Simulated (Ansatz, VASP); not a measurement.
TiC in VASP and in Ansatz

```
Ti C
1.0
     0.00000    2.16400    2.16400
     2.16400    0.00000    2.16400
     2.16400    2.16400    0.00000
Ti C
1 1
Direct
  0.00000 0.00000 0.00000
  0.51733 0.48267 0.51733
```

Change from the starting cell: all C atoms moved +0.075 Å, as atom 2 along Cartesian [0 1 0].

Alike in both runs: task single point; functional r2SCAN; k mesh 18 × 18 × 18; occupations gaussian, width 0.15 eV; no spin polarisation.

```csv
,VASP,Ansatz
version,VASP 6.6.1,Ansatz 0.2.0
potentials or method,"VASP PAW PBE potentials, release 64 (Ti_sv, C), cutoff 520 eV","scalar-relativistic, plane waves, PAW"
valence electrons in the cell,16,16
```

```csv
,VASP,Ansatz,Ansatz less VASP
gap on the k mesh at the Fermi level (eV),none,none,-
pressure (GPa),1.6,0.6,-0.96
"traceless stress, the component that is largest in VASP (GPa)",1.06,1.02,-0.034
rms of the force components (eV/Å),0.397,0.388,-0.0089
```

VASP's potentials were made for PBE, not for r2SCAN. Atom by atom the forces differ by 0.009 eV/Å (rms over components). A gap of «none» marks a metal or a gap that the smearing closes.
